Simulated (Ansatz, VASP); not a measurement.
GaN: VASP beside Ansatz

```xyz
4
Lattice="3.2456 0.0000 0.0000 -1.6228 2.8108 0.0000 0.0000 0.0000 5.2853" Properties=species:S:1:pos:R:3 pbc="T T T"
Ga    0.0000    1.8738   -0.0047
Ga    1.6228    0.9369    2.6380
N     0.0000    1.8738    1.9867
N     1.6228    0.9369    4.6293
```

Alike in both runs: task single point; functional r2SCAN; k mesh 9 × 9 × 4; no spin polarisation.

```csv
,VASP,Ansatz
version,VASP 6.6.1,Ansatz 0.2.0
potentials or method,"VASP PAW PBE potentials, release 64 (Ga_d, N)","plane waves, PAW"
plane-wave cutoff (eV),520,500
occupations,"gaussian, width 0.01 eV",fixed
valence electrons in the cell,36,36
```

VASP gave:

- gap on the k mesh at the Fermi level (eV): 1.94
- pressure (GPa): -9.2
- traceless stress, the component that is largest in VASP (GPa): 0.09
- rms of the force components (eV/Å): 0.003

Q: Estimate Ansatz's values.

A: gap on the k mesh at the Fermi level (eV): 1.94; pressure (GPa): -10.1; traceless stress, the component that is largest in VASP (GPa): 0.05; rms of the force components (eV/Å): 0.005.

VASP's potentials were made for PBE, not for r2SCAN. Atom by atom the forces differ by 0.002 eV/Å (rms over components).
